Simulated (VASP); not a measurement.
# Ga3BAs4 in VASP: single point with PBEsol

Aim: the single point of Ga3BAs4 with PBEsol.

All numbers are computed with VASP 6.6.1; they aren't measurements. Logs are shortened: lines on timing, memory, paths and dates and some standing lists are left out, and cuts for length are marked.

## Step 1: The cell of the first run

The typed cell holds 64 atoms: a = 10.877 Å, b = 10.877 Å, c = 10.877 Å, α = 90.00°, β = 90.00°, γ = 90.00°.

## Step 2: Single point, PBEsol

Contents of INCAR:

```
PREC = Accurate ; ENCUT = 520
EDIFF = 1E-6 ; ISMEAR = -1
SIGMA = 0.05 ; LREAL = Auto
LASPH = T ; NELM = 100
ALGO = Normal ; ISIF = 2
LWAVE = F ; LCHARG = T
GGA = PS ; LELF = T
LVHAR = T ; NBANDS = 286
ISYM = 0 ; NCORE = 4
```

Contents of KPOINTS:

```
Automatic mesh
0
Gamma
  1 1 1
  0.25 0.25 0.25
```

Contents of POSCAR:

```
Ga3BAs4
1.0
   10.8770689909      0.0000000000      0.0000000000
    0.0000000000     10.8770689909      0.0000000000
    0.0000000000      0.0000000000     10.8770689909
B Ga As
8 24 32
Direct
    0.9910560000      0.9875820000      0.9873320000
    0.9922530000      0.9941970000      0.5101460000
    0.9922600000      0.5104190000      0.9939530000
    0.7710560000      0.7556090000      0.9927140000
    0.7710340000      0.9929780000      0.7553410000
    0.9921470000      0.2369050000      0.7523860000
    0.9921590000      0.7526570000      0.2366420000
    0.9926460000      0.7602850000      0.7600110000
    0.0005670000      0.5071320000      0.5068860000
    0.5138640000      0.9971520000      0.9968690000
    0.5045820000      0.0015130000      0.5074500000
    0.5045730000      0.5076860000      0.0012760000
    0.4994490000      0.4987920000      0.4985320000
    0.2357120000      0.2495410000      0.9961780000
    0.2395310000      0.2459190000      0.5051010000
    0.2355040000      0.7511770000      0.9996030000
    0.2367680000      0.7551500000      0.5006900000
    0.7623580000      0.2475950000      0.9928030000
    0.7584940000      0.2408420000      0.5106280000
    0.7623170000      0.7584180000      0.5021400000
    0.2356430000      0.9964740000      0.2492590000
    0.2354340000      0.9998610000      0.7509490000
    0.2394650000      0.5053650000      0.2457100000
    0.2367120000      0.5009690000      0.7548860000
    0.7623070000      0.9930670000      0.2473530000
    0.7584230000      0.5109180000      0.2405840000
    0.7622720000      0.5024080000      0.7582040000
    0.9989330000      0.2433880000      0.2430770000
    0.4991870000      0.2523530000      0.2520890000
    0.5046420000      0.2436010000      0.7508740000
    0.5046330000      0.7511840000      0.2433030000
    0.5133650000      0.7545640000      0.7543020000
    0.1029690000      0.1022500000      0.1019430000
    0.0983690000      0.1224420000      0.6256230000
    0.0983740000      0.6258970000      0.1221850000
    0.1064590000      0.6472130000      0.6469240000
    0.6348630000      0.1283590000      0.1280860000
    0.6467000000      0.1041450000      0.6474540000
    0.6466780000      0.6477510000      0.1038520000
    0.6350040000      0.6227930000      0.6225320000
    0.3700960000      0.3776800000      0.1226420000
    0.3703900000      0.3727610000      0.6276840000
    0.3716230000      0.8758630000      0.1212160000
    0.3720760000      0.8753190000      0.6290920000
    0.8886220000      0.3907470000      0.1074260000
    0.8894120000      0.3606990000      0.6434500000
    0.8856430000      0.8658910000      0.1086430000
    0.8873740000      0.8841100000      0.6409030000
    0.3701190000      0.1228510000      0.3773960000
    0.3716410000      0.1214880000      0.8755380000
    0.3704190000      0.6279380000      0.3724680000
    0.3720970000      0.6293190000      0.8750340000
    0.8886510000      0.1076830000      0.3904410000
    0.8856600000      0.1088830000      0.8656180000
    0.8894340000      0.6436700000      0.3604260000
    0.8873780000      0.6411690000      0.8838390000
    0.1209880000      0.3750250000      0.3748070000
    0.0939970000      0.3742260000      0.8736120000
    0.0940020000      0.8738620000      0.3739730000
    0.0993610000      0.8744290000      0.8742030000
    0.6365440000      0.3750970000      0.3748500000
    0.6271570000      0.3755860000      0.8757820000
    0.6271640000      0.8760020000      0.3753600000
    0.6658970000      0.8760110000      0.8757600000
```

Potentials or basis: VASP PAW PBE potentials, release 64 (B, Ga_d, As).

The run is started by

```console
$ cat potpaw_PBE.64/B/POTCAR potpaw_PBE.64/Ga_d/POTCAR potpaw_PBE.64/As/POTCAR > POTCAR
$ mpirun -np 4 vasp_std > vasp.out
```

OUTCAR:

```text
PREC = Accurate
   ENCUT = 520
   EDIFF = 1E-6
   ISMEAR = -1
   LREAL = Auto
   LASPH = T
   NELM = 100
   ISIF = 2
   GGA = PS
   ISYM = 0

 ion  position               nearest neighbor table
   1  0.991  0.988  0.987-  60 2.10  33 2.14  54 2.19  47 2.19
   2  0.992  0.994  0.510-  53 2.12  48 2.18  34 2.20  59 2.27
   3  0.992  0.510  0.994-  45 2.12  56 2.18  35 2.20  58 2.27
   4  0.771  0.756  0.993-  56 2.13  47 2.14  64 2.15  39 2.16
   5  0.771  0.993  0.755-  48 2.13  54 2.14  64 2.15  38 2.16
   6  0.992  0.237  0.752-  46 2.11  34 2.19  54 2.19  58 2.28
[... 56 lines left out ...]
  63  0.627  0.876  0.375-  31 2.38  20 2.39  11 2.39  25 2.39
  64  0.666  0.876  0.876-   4 2.15   5 2.15  10 2.49  32 2.50

IMPORTANT INFORMATION: All symmetrisations will be switched off!
NOSYMM: (Re-)initialisation of all symmetry stuff for point group C_1.

----------------------------------------------------------------------------------------

                                     Primitive cell

  volume of cell :    1286.8729

  direct lattice vectors                    reciprocal lattice vectors
    10.877068991  0.000000000  0.000000000     0.091936532  0.000000000  0.000000000
     0.000000000 10.877068991  0.000000000     0.000000000  0.091936532  0.000000000
     0.000000000  0.000000000 10.877068991     0.000000000  0.000000000  0.091936532

  length of vectors
    10.877068991 10.877068991 10.877068991     0.091936532  0.091936532  0.091936532

  position of ions in fractional coordinates (direct lattice)
     0.991056000  0.987582000  0.987332000
     0.992253000  0.994197000  0.510146000
     0.992260000  0.510419000  0.993953000
     0.771056000  0.755609000  0.992714000
     0.771034000  0.992978000  0.755341000
     0.992147000  0.236905000  0.752386000
[... 56 lines left out ...]
     0.627164000  0.876002000  0.375360000
     0.665897000  0.876011000  0.875760000

  ion indices of the primitive-cell ions
   primitive index   ion index
                 1           1
                 2           2
                 3           3
                 4           4
                 5           5
                 6           6
[... 56 lines left out ...]
                63          63
                64          64

----------------------------------------------------------------------------------------

 KPOINTS: Automatic mesh

Automatic generation of k-mesh.
 Grid dimensions read from file:
 generate k-points for:    1    1    1

 Generating k-lattice:

  Cartesian coordinates                     Fractional coordinates (reciprocal lattice)
     0.091936532  0.000000000  0.000000000     1.000000000  0.000000000  0.000000000
     0.000000000  0.091936532  0.000000000     0.000000000  1.000000000  0.000000000
     0.000000000  0.000000000  0.091936532     0.000000000  0.000000000  1.000000000

  Length of vectors
     0.091936532  0.091936532  0.091936532

  Shift w.r.t. Gamma in fractional coordinates (k-lattice)
     0.250000000  0.250000000  0.250000000

 Subroutine IBZKPT returns following result:
 ===========================================

 Found      4 irreducible k-points:

 Following reciprocal coordinates:
            Coordinates               Weight
  0.250000  0.250000  0.250000      2.000000
 -0.250000  0.250000  0.250000      2.000000
 -0.250000 -0.250000  0.250000      2.000000
  0.250000 -0.250000  0.250000      2.000000
   k-points           NKPTS =      4   k-points in BZ     NKDIM =      4   number of bands    NBANDS=    286
   number of dos      NEDOS =    301   number of ions     NIONS =     64
   total plane-waves  NPLWV = 592704
   dimension x,y,z NGX =    84 NGY =   84 NGZ =   84
   dimension x,y,z NGXF=   168 NGYF=  168 NGZF=  168
   ions per type =               8  24  32
   NGX,Y,Z   is equivalent  to a cutoff of  12.84, 12.84, 12.84 a.u.
   NGXF,Y,Z  is equivalent  to a cutoff of  25.68, 25.68, 25.68 a.u.
 SYSTEM =  unknown system
   PREC   = accura    normal or accurate (medium, high low for compatibility)
   ISTART =      0    job   : 0-new  1-cont  2-samecut
   ICHARG =      2    charge: 1-file 2-atom 10-const
   ISPIN  =      1    spin polarized calculation?
   LNONCOLLINEAR =      F non collinear calculations
   LSORBIT =      F    spin-orbit coupling
   LASPH  =      T    aspherical Exc in radial PAW
   ENCUT  =  520.0 eV  38.22 Ry    6.18 a.u.  20.22 20.22 20.22*2*pi/ulx,y,z
   NELM   =    100;   NELMIN=  2; NELMDL= -5     # of ELM steps
   EDIFF  = 0.1E-05   stopping-criterion for ELM
   LREAL  =      T    real-space projection
   EDIFFG = 0.1E-04   stopping-criterion for IOM
   NSW    =      0    number of steps for IOM
   IBRION =     -1    ionic relax: 0-MD 1-quasi-New 2-CG
   NFREE  =      0    steps in history (QN), initial steepest desc. (CG)
   ISIF   =      2    stress and relaxation
   ISYM   =      0    0-nonsym 1-usesym 2-fastsym
   POTIM  = 0.5000    time-step for ionic-motion
   TEBEG  =    0.0;   TEEND  =   0.0 temperature during run
   PSTRESS=    0.0 pullay stress
   NELECT =     496.0000    total number of electrons
   NUPDOWN=      -1.0000    fix difference up-down
   EMIN   =  10.00;   EMAX   =-10.00  energy-range for DOS
   EFERMI =   0.00;   METHOD = LEGACY
   ISMEAR =    -1;   SIGMA  =   0.05  broadening in eV -4-tet -1-fermi 0-gaus
   EFERMI_NEDOS =   21; number of points for ismear=-14 and -15
   IALGO  =     38    algorithm
   IMIX   =      4    mixing-type and parameters
     AMIX     =   0.40;   BMIX     =  1.00
     AMIX_MAG =   1.60;   BMIX_MAG =  1.00
  volume/ion in A,a.u.               =      20.11       135.69
  Fermi-wavevector in a.u.,A,eV,Ry     =   1.191398  2.251416 19.312504  1.419429
  Thomas-Fermi vector in A             =   2.327460
   LORBIT       =      0    0 simple, 1 ext, 2 COOP (PROOUT), +10 PAW based schemes
   GGA     = PS    functional components
   LHFCALC =     F    Hartree Fock is set to
   AEXX    =    0.0000 exact exchange contribution
   IVDW    =     0    specifies the selected vdW correction
   LEPSILON=     F    determine dielectric tensor
   LRPA    =     F    only Hartree local field effects (RPA)
 non-spin polarized calculation
  energy-cutoff  :      520.00
  volume of cell :     1286.87
 maximum number of plane-waves:     34640
 NGX is ok and might be reduce to    84
   NGX = 41   NGY = 41   NGZ = 41

 number of electron     496.0000003 magnetization

 Free energy of the ion-electron system (eV)
  ---------------------------------------------------
  ext. energy  EPLUGINS =         0.00000000
  ---------------------------------------------------
  free energy    TOTEN  =      -308.78509811 eV

  energy without entropy =     -308.78498055  energy(sigma->0) =     -308.78503933

 E-fermi :   4.7195     XC(G=0): -10.0273

 val. band max:        4.2169423315   @ k =   0.2500   0.2500   0.2500
 cond. band min:       5.1800711433   @ k =  -0.2500  -0.2500   0.2500
 fundamental gap:      0.9631288118
 Fermi energy:         4.7195073143

 k-point     1 :       0.2500    0.2500    0.2500
  band No.  band energies     occupation
      1     -10.6601      2.00000
      2     -10.6353      2.00000
      3     -10.6303      2.00000
      4     -10.6300      2.00000
      5     -10.6238      2.00000
      6     -10.6219      2.00000
[... 252 lines left out ...]
    259       6.3348      0.00000
    260       6.4748      0.00000

 k-point     2 :      -0.2500    0.2500    0.2500
  band No.  band energies     occupation
      1     -10.6601      2.00000
      2     -10.6351      2.00000
      3     -10.6303      2.00000
      4     -10.6301      2.00000
      5     -10.6238      2.00000
      6     -10.6220      2.00000
[... 252 lines left out ...]
    259       6.3244      0.00000
    260       6.4628      0.00000

 k-point     3 :      -0.2500   -0.2500    0.2500
  band No.  band energies     occupation
      1     -10.6602      2.00000
      2     -10.6354      2.00000
      3     -10.6300      2.00000
      4     -10.6299      2.00000
      5     -10.6240      2.00000
      6     -10.6212      2.00000
[... 252 lines left out ...]
    259       6.3563      0.00000
    260       6.5058      0.00000

 k-point     4 :       0.2500   -0.2500    0.2500
  band No.  band energies     occupation
      1     -10.6602      2.00000
      2     -10.6354      2.00000
      3     -10.6300      2.00000
      4     -10.6299      2.00000
      5     -10.6240      2.00000
      6     -10.6212      2.00000
[... 252 lines left out ...]
    259       6.3563      0.00000
    260       6.5059      0.00000
 [bands above 260 left out]

------------------------ aborting loop because EDIFF is reached ----------------------------------------

  FORCE on cell =-STRESS in cart. coord.  units (eV):
  Direction    XX          YY          ZZ          XY          YZ          ZX
  --------------------------------------------------------------------------------------
  -------------------------------------------------------------------------------------
  Total        5.9981476     -0.2064011     -0.2027305      0.3254451      0.4270797      0.3265630
  in kB        7.4677897     -0.2569727     -0.2524027      0.4051843      0.5317211      0.4065762
  external PRESSURE =       2.3194714 kB  Pullay stress =       0.0000000 kB

 VOLUME and BASIS-vectors are now :
 -----------------------------------------------------------------------------
  energy-cutoff  :      520.00
  volume of cell :     1286.87
      direct lattice vectors                 reciprocal lattice vectors
    10.877068991  0.000000000  0.000000000     0.091936532  0.000000000  0.000000000
     0.000000000 10.877068991  0.000000000     0.000000000  0.091936532  0.000000000
     0.000000000  0.000000000 10.877068991     0.000000000  0.000000000  0.091936532

 POSITION                                       TOTAL-FORCE (eV/Angst)
 -----------------------------------------------------------------------------------
     10.77978     10.74200     10.73928         0.038606      0.055678      0.056281
     10.79280     10.81395      5.54889         0.099344      0.093516      0.007101
     10.79288      5.55186     10.81130         0.099105      0.006098      0.092693
      8.38683      8.21881     10.79782         0.058521      0.058332      0.127256
      8.38659     10.80069      8.21590         0.059381      0.127094      0.058496
     10.79165      2.57683      8.18375         0.062741      0.063072      0.089017
[... 56 lines left out ...]
      6.82171      9.52833      4.08282         0.003254      0.030475      0.000373
      7.24301      9.52843      9.52570        -0.061329     -0.107252     -0.106264
 -----------------------------------------------------------------------------------
    total drift:                                0.010608      0.037287      0.006463

  FREE ENERGIE OF THE ION-ELECTRON SYSTEM (eV)
  ---------------------------------------------------
  free  energy   TOTEN  =      -308.7850981055 eV

  energy  without entropy=     -308.7849805471  energy(sigma->0) =     -308.78503933
```

It took 22 min on 4 MPI ranks of Oxide Virtual Turin-like, shared host; peak memory 0.52 GiB.

Results:

```yaml
Free_energy: -308.7851 eV
Pressure: 0.2 GPa
Largest_force: 0.190 eV/Å
Band_gap_on_the_k_mesh: 0.96 eV (least direct gap 0.98 eV)
```

Forces in eV/Å, atoms in the order of the input:
```
B    0.039  0.056  0.056
B    0.099  0.094  0.007
B    0.099  0.006  0.093
B    0.059  0.058  0.127
B    0.059  0.127  0.058
B    0.063  0.063  0.089
B    0.062  0.088  0.064
B    0.049  0.057  0.058
Ga  -0.053  0.009  0.010
Ga  -0.051 -0.010 -0.010
Ga   0.005 -0.036  0.005
Ga   0.005  0.005 -0.036
Ga   0.002 -0.007 -0.006
Ga  -0.032 -0.015 -0.014
Ga  -0.013 -0.046 -0.028
Ga   0.006 -0.034 -0.019
Ga   0.014 -0.010 -0.052
Ga   0.009  0.035 -0.041
Ga   0.001  0.017 -0.006
Ga   0.005  0.012  0.060
Ga  -0.030 -0.015 -0.014
Ga   0.009 -0.020 -0.035
Ga  -0.011 -0.029 -0.046
Ga   0.015 -0.053 -0.009
Ga   0.009 -0.041  0.035
Ga   0.002 -0.006  0.016
Ga   0.005  0.058  0.012
Ga  -0.006 -0.026 -0.024
Ga  -0.028 -0.032 -0.032
Ga  -0.021  0.008 -0.020
Ga  -0.023 -0.020  0.008
Ga   0.061 -0.015 -0.015
As   0.071  0.069  0.065
As  -0.012  0.001 -0.001
As  -0.015 -0.001 -0.003
As  -0.082 -0.038 -0.035
As  -0.042  0.006  0.005
As   0.003 -0.062 -0.014
As   0.003 -0.015 -0.059
As  -0.012  0.016  0.016
As  -0.024  0.012  0.004
As   0.030  0.023  0.045
As   0.016  0.042  0.006
As   0.013  0.038 -0.010
As  -0.005 -0.026 -0.066
As  -0.037 -0.032 -0.072
As   0.009 -0.016 -0.022
As  -0.114 -0.128 -0.081
As  -0.025  0.009  0.008
As   0.016  0.007  0.042
As   0.030  0.044  0.022
As   0.012 -0.010  0.038
As  -0.005 -0.068 -0.025
As   0.008 -0.020 -0.019
As  -0.035 -0.072 -0.034
As  -0.111 -0.078 -0.126
As   0.002 -0.008 -0.004
As  -0.011  0.000  0.051
As  -0.011  0.050  0.001
As  -0.027  0.010  0.013
As   0.006  0.046  0.040
As   0.003 -0.001  0.028
As   0.003  0.030  0.000
As  -0.061 -0.107 -0.106
```

Levels at points of the mesh, in eV from the valence-band top:
```tsv
k point	band 246	band 247	band 248	band 249	band 250	band 251
(0.25, 0.25, 0.25)	-0.45	-0.05	0.00	1.09	1.23	1.44
```

Caveat: the PAW data sets were made with another functional, which shifts forces and pressure a little; a shifted mesh leaves out Γ, where band edges can lie.
